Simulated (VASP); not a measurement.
Here is a VASP 6.6.1 calculation.

File POSCAR:

```
CsCl
1.0
    4.1406758780      0.0000000000      0.0000000000
    0.0000000000      4.1406758780      0.0000000000
    0.0000000000      0.0000000000      4.1406758780
Cs Cl
1 1
Direct
    0.0000000000      0.0000000000      0.0000000000
    0.5000000000      0.5000000000      0.5000000000
```

The input INCAR.step1:

```
ALGO = Normal
EDIFF = 1E-5
ENCUT = 400
GGA = PE
GGA_COMPAT = False
ISIF = 2
ISMEAR = 0
LASPH = True
LCHARG = False
LREAL = False
LWAVE = True
NBANDS = 15
NELM = 120
PREC = Accurate
SIGMA = 0.01
```

Contents of INCAR.step2:

```
ALGO = Normal
EDIFF = 1E-6
ENCUT = 400
GGA = PE
GGA_COMPAT = False
HFSCREEN = 0.2079
ISIF = 2
ISMEAR = 0
ISTART = 1
LASPH = True
LCHARG = False
LHFCALC = True
LREAL = False
LWAVE = False
NBANDS = 15
NELM = 120
PREC = Accurate
PRECFOCK = Normal
SIGMA = 0.01
```

Contents of KPOINTS:

```
k-points
0
Gamma
  4 4 4
```

Potentials or basis: VASP PAW PBE potentials, release 64 (Cs_sv, Cl).

Run with:

```sh
$ cat potpaw_PBE.64/Cs_sv/POTCAR potpaw_PBE.64/Cl/POTCAR > POTCAR
$ cp INCAR.step1 INCAR
$ mpirun -np 1 vasp_std > vasp.out
$ cp INCAR.step2 INCAR
$ mpirun -np 1 vasp_std > vasp.out
```

Problem. What does it give for the pressure?

Solution. 0.4 GPa.

Problem. What does it give for the band gap on the k mesh?

Solution. 6.51 eV.

Caveat: the PAW data sets were made with another functional, which shifts forces and pressure a little; spin-orbit coupling is left out, which moves the levels of the heavy elements.
